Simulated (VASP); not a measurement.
# BiCl (R-3m) in VASP: relaxation of cell and atoms with LDA

Aim: the relaxation of cell and atoms of BiCl with LDA.

Everything below comes from runs of VASP 6.6.1. Logs are shortened: lines on timing, memory, paths and dates and some standing lists are left out, and cuts for length are marked.

**1. The cell of the first run**

Symmetry: R-3m, No. 166, trigonal system. Conventional cell: a = 3.321 Å, b = 3.321 Å, c = 24.358 Å, α = 90.00°, β = 90.00°, γ = 120.00°. Within 3.4 Å of Bi (site symmetry 3m) lie 3 Cl at 2.43 Å and 9 Bi at 3.11 to 3.32 Å. Cl (site symmetry 3m) has 3 Bi at 2.43 Å and 9 Cl at 3.29 to 3.32 Å within 3.4 Å.

**2. Relaxation of cell and atoms, LDA**

Input file INCAR:

```
SYSTEM = BiCl
PREC = Accurate
ENCUT = 600
EDIFF = 1E-6
ISMEAR = 0
SIGMA = 0.1
LREAL = .FALSE.
LASPH = .TRUE.
NELM = 100
ALGO = Normal
ISIF = 3
LWAVE = .FALSE.
LCHARG = .FALSE.
IBRION = 2
NSW = 100
EDIFFG = -0.05
```

Input file KPOINTS:

```
regular mesh
0
G
  9 9 9
  0 0 0
```

Input file POSCAR:

```
BiCl
1.0
    1.6602647979      0.9585543280      8.1192465753
   -1.6602647979      0.9585543280      8.1192465753
    0.0000000000     -1.9171086560      8.1192465753
Bi Cl
2 2
Direct
    0.2168300000      0.2168300000      0.2168300000
    0.7831700000      0.7831700000      0.7831700000
    0.3883000000      0.3883000000      0.3883000000
    0.6117000000      0.6117000000      0.6117000000
```

Potentials or basis: VASP PAW LDA potentials, release 64 (Bi_d, Cl).

Started as:

```console
$ cat potpaw_LDA.64/Bi_d/POTCAR potpaw_LDA.64/Cl/POTCAR > POTCAR
$ mpirun -np 1 vasp_std > vasp.out
```

OUTCAR:

```text
SYSTEM = BiCl
   PREC = Accurate
   ENCUT = 600
   EDIFF = 1E-6
   ISMEAR = 0
   LREAL = .FALSE.
   LASPH = .TRUE.
   NELM = 100
   ISIF = 3
   IBRION = 2
   NSW = 100
   EDIFFG = -0.05

 ion  position               nearest neighbor table
   1  0.217  0.217  0.217-   4 2.43   4 2.43   4 2.43   2 3.11   2 3.11   2 3.11
   2  0.783  0.783  0.783-   3 2.43   3 2.43   3 2.43   1 3.11   1 3.11   1 3.11
   3  0.388  0.388  0.388-   2 2.43   2 2.43   2 2.43
   4  0.612  0.612  0.612-   1 2.43   1 2.43   1 2.43

  LATTYP: Found a trigonal (rhomboedric) cell.
 ALAT       =     8.3425098471
 COS(alpha) =     0.9207879488

  Lattice vectors:

 A1 = (   1.6602647979,   0.9585543280,   8.1192465753)
 A2 = (  -1.6602647979,   0.9585543280,   8.1192465753)
 A3 = (   0.0000000000,  -1.9171086560,   8.1192465753)

Analysis of symmetry for initial positions (statically):
=====================================================================
 Subroutine PRICEL returns:
 Original cell was already a primitive cell.

 Routine SETGRP: Setting up the symmetry group for a
 trigonal (rhombohedral) supercell.

 Subroutine GETGRP returns: Found 12 space group operations
 (whereof 12 operations were pure point group operations)
 out of a pool of 12 trial point group operations.

The static configuration has the point symmetry D_3d.

Analysis of symmetry for dynamics (positions and initial velocities):
=====================================================================
 Subroutine PRICEL returns:
 Original cell was already a primitive cell.

 Routine SETGRP: Setting up the symmetry group for a
 trigonal (rhombohedral) supercell.

 Subroutine GETGRP returns: Found 12 space group operations
 (whereof 12 operations were pure point group operations)
 out of a pool of 12 trial point group operations.

The dynamic configuration has the point symmetry D_3d.

 Subroutine INISYM returns: Found 12 space group operations
 (whereof 12 operations are pure point group operations),
 and found     1 'primitive' translations

----------------------------------------------------------------------------------------

                                     Primitive cell

  volume of cell :      77.5284

  direct lattice vectors                    reciprocal lattice vectors
     1.660264798  0.958554328  8.119246575     0.301156780  0.173872948  0.041054712
    -1.660264798  0.958554328  8.119246575    -0.301156780  0.173872948  0.041054712
     0.000000000 -1.917108656  8.119246575     0.000000000 -0.347745896  0.041054712

  length of vectors
     8.342509847  8.342509847  8.342509847     0.350160959  0.350160959  0.350160959

  position of ions in fractional coordinates (direct lattice)
     0.216830000  0.216830000  0.216830000
     0.783170000  0.783170000  0.783170000
     0.388300000  0.388300000  0.388300000
     0.611700000  0.611700000  0.611700000

  ion indices of the primitive-cell ions
   primitive index   ion index
                 1           1
                 2           2
                 3           3
                 4           4

----------------------------------------------------------------------------------------

 KPOINTS: regular mesh

Automatic generation of k-mesh.
 Grid dimensions read from file:
 generate k-points for:    9    9    9

 Generating k-lattice:

  Cartesian coordinates                     Fractional coordinates (reciprocal lattice)
     0.033461864  0.019319216  0.004561635     0.111111111  0.000000000  0.000000000
    -0.033461864  0.019319216  0.004561635     0.000000000  0.111111111  0.000000000
     0.000000000 -0.038638433  0.004561635     0.000000000  0.000000000  0.111111111

  Length of vectors
     0.038906773  0.038906773  0.038906773

  Shift w.r.t. Gamma in fractional coordinates (k-lattice)
     0.000000000  0.000000000  0.000000000

 Subroutine IBZKPT returns following result:
 ===========================================

 Found     85 irreducible k-points:

 Following reciprocal coordinates:
            Coordinates               Weight
  0.000000  0.000000  0.000000      1.000000
  0.111111  0.000000  0.000000      6.000000
  0.222222  0.000000  0.000000      6.000000
  0.333333  0.000000  0.000000      6.000000
  0.444444  0.000000  0.000000      6.000000
  0.111111  0.111111  0.000000      6.000000
[... 16 lines left out ...]
 -0.333333  0.333333  0.000000      6.000000
  0.444444  0.444444  0.000000      6.000000
 [... further k-points ...]
   k-points           NKPTS =     85   k-points in BZ     NKDIM =     85   number of bands    NBANDS=     26
   number of dos      NEDOS =    301   number of ions     NIONS =      4
   total plane-waves  NPLWV = 343000
   dimension x,y,z NGX =    70 NGY =   70 NGZ =   70
   dimension x,y,z NGXF=   140 NGYF=  140 NGZF=  140
   ions per type =               2   2
   NGX,Y,Z   is equivalent  to a cutoff of  13.95, 13.95, 13.95 a.u.
   NGXF,Y,Z  is equivalent  to a cutoff of  27.90, 27.90, 27.90 a.u.
 SYSTEM =  BiCl
   PREC   = accura    normal or accurate (medium, high low for compatibility)
   ISTART =      0    job   : 0-new  1-cont  2-samecut
   ICHARG =      2    charge: 1-file 2-atom 10-const
   ISPIN  =      1    spin polarized calculation?
   LNONCOLLINEAR =      F non collinear calculations
   LSORBIT =      F    spin-orbit coupling
   LASPH  =      T    aspherical Exc in radial PAW
   ENCUT  =  600.0 eV  44.10 Ry    6.64 a.u.  16.66 16.66 16.66*2*pi/ulx,y,z
   NELM   =    100;   NELMIN=  2; NELMDL= -5     # of ELM steps
   EDIFF  = 0.1E-05   stopping-criterion for ELM
   LREAL  =      F    real-space projection
   EDIFFG = -.5E-01   stopping-criterion for IOM
   NSW    =    100    number of steps for IOM
   IBRION =      2    ionic relax: 0-MD 1-quasi-New 2-CG
   NFREE  =      1    steps in history (QN), initial steepest desc. (CG)
   ISIF   =      3    stress and relaxation
   ISYM   =      2    0-nonsym 1-usesym 2-fastsym
   POTIM  = 0.5000    time-step for ionic-motion
   TEBEG  =    0.0;   TEEND  =   0.0 temperature during run
   PSTRESS=    0.0 pullay stress
   NELECT =      44.0000    total number of electrons
   NUPDOWN=      -1.0000    fix difference up-down
   EMIN   =  10.00;   EMAX   =-10.00  energy-range for DOS
   EFERMI =   0.00;   METHOD = LEGACY
   ISMEAR =     0;   SIGMA  =   0.10  broadening in eV -4-tet -1-fermi 0-gaus
   EFERMI_NEDOS =   21; number of points for ismear=-14 and -15
   IALGO  =     38    algorithm
   IMIX   =      4    mixing-type and parameters
     AMIX     =   0.40;   BMIX     =  1.00
     AMIX_MAG =   1.60;   BMIX_MAG =  1.00
  volume/ion in A,a.u.               =      19.38       130.80
  Fermi-wavevector in a.u.,A,eV,Ry     =   1.355414  2.561361 24.995911  1.837148
  Thomas-Fermi vector in A             =   2.482504
   LORBIT       =      0    0 simple, 1 ext, 2 COOP (PROOUT), +10 PAW based schemes
   GGA     = CA    functional components
   LHFCALC =     F    Hartree Fock is set to
   AEXX    =    0.0000 exact exchange contribution
   IVDW    =     0    specifies the selected vdW correction
   LEPSILON=     F    determine dielectric tensor
   LRPA    =     F    only Hartree local field effects (RPA)
 conjugate gradient relaxation of ions
 non-spin polarized calculation
 Gauss-broadening in eV      SIGMA  =   0.10
  energy-cutoff  :      600.00
  volume of cell :       77.53
 maximum number of plane-waves:      2627
 NGX is ok and might be reduce to    70
   NGX = 33   NGY = 33   NGZ = 33

--------------------------------------- Ionic step        1  -------------------------------------------

 number of electron      43.9999995 magnetization

 Free energy of the ion-electron system (eV)
  ---------------------------------------------------
  ext. energy  EPLUGINS =         0.00000000
  ---------------------------------------------------
  free energy    TOTEN  =       -10.14524405 eV

  energy without entropy =      -10.13253862  energy(sigma->0) =      -10.13889133

 E-fermi :  10.7364     XC(G=0): -11.5309

 val. band max:       10.7320840800   @ k =   0.4444   0.4444   0.3333
 cond. band min:      10.7366429139   @ k =  -0.2222   0.3333   0.2222
 fundamental gap:      0.0045588339
 Fermi energy:        10.7363988953

 k-point     1 :       0.0000    0.0000    0.0000
  band No.  band energies     occupation
      1     -13.2823      2.00000
      2     -13.2823      2.00000
      3     -13.2658      2.00000
      4     -13.2004      2.00000
      5     -13.1828      2.00000
      6     -13.1828      2.00000
[... 685 lines left out ...]
     25      12.7403      0.00000
     26      14.6843      0.00000

 [... further k-points ...]

------------------------ aborting loop because EDIFF is reached ----------------------------------------

  FORCE on cell =-STRESS in cart. coord.  units (eV):
  Direction    XX          YY          ZZ          XY          YZ          ZX
  --------------------------------------------------------------------------------------
  -------------------------------------------------------------------------------------
  Total       22.8129645     22.8129645     30.6936107      0.0000000      0.0000000      0.0000000
  in kB      471.4452161    471.4452161    634.3040581      0.0000000      0.0000000      0.0000000
  external PRESSURE =     525.7314968 kB  Pullay stress =       0.0000000 kB
[... 25 lines left out ...]
--------------------------------------- Ionic step        2  -------------------------------------------

 number of electron      43.9999994 magnetization

 E-fermi :   0.1548     XC(G=0):  -8.0182

 val. band max:        0.1541355944   @ k =  -0.2222   0.1111   0.0000
 cond. band min:       0.1584411033   @ k =  -0.2222   0.2222   0.1111
 fundamental gap:      0.0043055089
 Fermi energy:         0.1547770710

 k-point     1 :       0.0000    0.0000    0.0000
  band No.  band energies     occupation
      1     -22.7130      2.00000
      2     -22.7130      2.00000
      3     -22.7037      2.00000
      4     -22.7037      2.00000
      5     -22.6887      2.00000
      6     -22.6789      2.00000
[... 685 lines left out ...]
     25       2.0340      0.00000
     26       2.1521      0.00000

 [... further k-points ...]

------------------------ aborting loop because EDIFF is reached ----------------------------------------

  FORCE on cell =-STRESS in cart. coord.  units (eV):
  Direction    XX          YY          ZZ          XY          YZ          ZX
  --------------------------------------------------------------------------------------
  -------------------------------------------------------------------------------------
  Total       -6.9477497     -6.9477497    -13.6571221      0.0000000      0.0000000      0.0000000
  in kB      -64.4464467    -64.4464467   -126.6817355      0.0000000      0.0000000      0.0000000
  external PRESSURE =     -85.1915429 kB  Pullay stress =       0.0000000 kB
[... 57 lines left out ...]
  FREE ENERGIE OF THE ION-ELECTRON SYSTEM (eV)
  ---------------------------------------------------
  free  energy   TOTEN  =       -14.8622291907 eV

  energy  without entropy=      -14.8469718533  energy(sigma->0) =      -14.85460052

 E-fermi :   5.2818     XC(G=0):  -9.9896

 val. band max:        5.2804832923   @ k =  -0.4444   0.3333   0.1111
 cond. band min:       5.2977874778   @ k =   0.3333   0.3333   0.3333
 fundamental gap:      0.0173041855
 Fermi energy:         5.2817993227

 k-point     1 :       0.0000    0.0000    0.0000
  band No.  band energies     occupation
      1     -17.8793      2.00000
      2     -17.8786      2.00000
      3     -17.8786      2.00000
      4     -17.8644      2.00000
      5     -17.8627      2.00000
      6     -17.8627      2.00000
[... 685 lines left out ...]
     25       7.8323      0.00000
     26       8.2154      0.00000

 [... further k-points ...]

[... ionic steps 4 to 9 ...]

--------------------------------------- Ionic step       10  -------------------------------------------

 number of electron      44.0000000 magnetization

------------------------ aborting loop because EDIFF is reached ----------------------------------------
[... 71 lines left out ...]
--------------------------------------- Ionic step       12  -------------------------------------------

 number of electron      43.9999998 magnetization

 Free energy of the ion-electron system (eV)
  ---------------------------------------------------
  ext. energy  EPLUGINS =         0.00000000
  ---------------------------------------------------
  free energy    TOTEN  =       -15.08163920 eV

  energy without entropy =      -15.07492363  energy(sigma->0) =      -15.07828141

 E-fermi :   5.6520     XC(G=0): -10.1066

 val. band max:        5.6188381729   @ k =   0.4444   0.2222   0.0000
 cond. band min:       5.6553988810   @ k =  -0.4444   0.3333   0.1111
 fundamental gap:      0.0365607081
 Fermi energy:         5.6519769042

 k-point     1 :       0.0000    0.0000    0.0000
  band No.  band energies     occupation
      1     -17.6011      2.00000
      2     -17.5954      2.00000
      3     -17.5843      2.00000
      4     -17.5843      2.00000
      5     -17.5748      2.00000
      6     -17.5748      2.00000
[... 685 lines left out ...]
     25       8.0757      0.00000
     26       8.5664      0.00000

 [... further k-points ...]

------------------------ aborting loop because EDIFF is reached ----------------------------------------

  FORCE on cell =-STRESS in cart. coord.  units (eV):
  Direction    XX          YY          ZZ          XY          YZ          ZX
  --------------------------------------------------------------------------------------
  -------------------------------------------------------------------------------------
  Total        0.0522832      0.0522832     -0.0633265      0.0000000      0.0000000      0.0000000
  in kB        0.7928204      0.7928204     -0.9602812      0.0000000      0.0000000      0.0000000
  external PRESSURE =       0.2084532 kB  Pullay stress =       0.0000000 kB
[... 19 lines left out ...]
  FREE ENERGIE OF THE ION-ELECTRON SYSTEM (eV)
  ---------------------------------------------------
  free  energy   TOTEN  =       -15.0816391972 eV

  energy  without entropy=      -15.0749236297  energy(sigma->0) =      -15.07828141

 reached required accuracy - stopping structural energy minimisation
```

Wall time 90 min (1 thread of Intel Xeon 6975P-C (Granite Rapids), shared host); peak memory 0.66 GiB.

Results:

```yaml
Free_energy: -15.0816 eV
Relaxed_volume: 26.41 Å³/atom
Relaxed_cell: a = 9.689 Å, b = 9.689 Å, c = 9.689 Å, α = 21.35°, β = 21.35°, γ = 21.35°
Space_group_after_relaxing_to_0.1_Å: R-3m (No. 166)
Energy_gained_by_relaxing: 1234.1 meV/atom
Ionic_steps: 12
Pressure_after_relaxing: 0.0 GPa
Band_gap_on_the_k_mesh: zero (bands 22 and 23 overlap by 4.17 eV)
```

Forces in eV/Å, atoms in the order of the input:
```
Bi   0.000  0.000 -0.002
Bi   0.000  0.000  0.002
Cl   0.000  0.000  0.001
Cl   0.000  0.000 -0.001
```

Stress tensor (GPa, compression positive):
```
 0.08  0.00  0.00
 0.00  0.08  0.00
 0.00  0.00 -0.10
```

Step by step:
| step | energy change (eV) | largest force (eV/Å) | pressure (GPa) | volume (Å³) |
| --- | --- | --- | --- | --- |
| 1 | 0.0000 | 7.5635 | 52.57 | 77.53 |
| 2 | -0.7093 | 1.1188 | -8.52 | 172.73 |
| 3 | -4.7170 | 1.1006 | -3.09 | 110.11 |
| 4 | -4.8019 | 0.9723 | -1.41 | 106.86 |
| 5 | -4.8386 | 0.7595 | 1.03 | 103.00 |
| 6 | -4.8382 | 0.7967 | 0.64 | 103.56 |
| 7 | -4.8901 | 0.5596 | -0.17 | 105.50 |
| 8 | -4.9200 | 0.1987 | -1.14 | 108.28 |
| 9 | -4.9289 | 0.1825 | 0.62 | 105.62 |
| 10 | -4.9312 | 0.0735 | 0.04 | 106.45 |
| 11 | -4.9347 | 0.0480 | 0.01 | 106.17 |
| 12 | -4.9364 | 0.0020 | 0.02 | 105.66 |

Final structure:
```xyz
4
Lattice="1.7951 1.0364 9.4649 -1.7951 1.0364 9.4649 0.0000 -2.0728 9.4649" Properties=species:S:1:pos:R:3 pbc="T T T"
Bi    0.0000    0.0000    6.1117
Bi    0.0000    0.0000   22.2831
Cl    0.0000    0.0000   10.8338
Cl    0.0000    0.0000   17.5610
```

Caveat: the volume moved by over 15 % at a fixed basis, so the end points are rough; spin-orbit coupling is left out, which moves the levels of the heavy elements.

The gap in the log of VASP goes by the Fermi energy; the results here count the filled bands.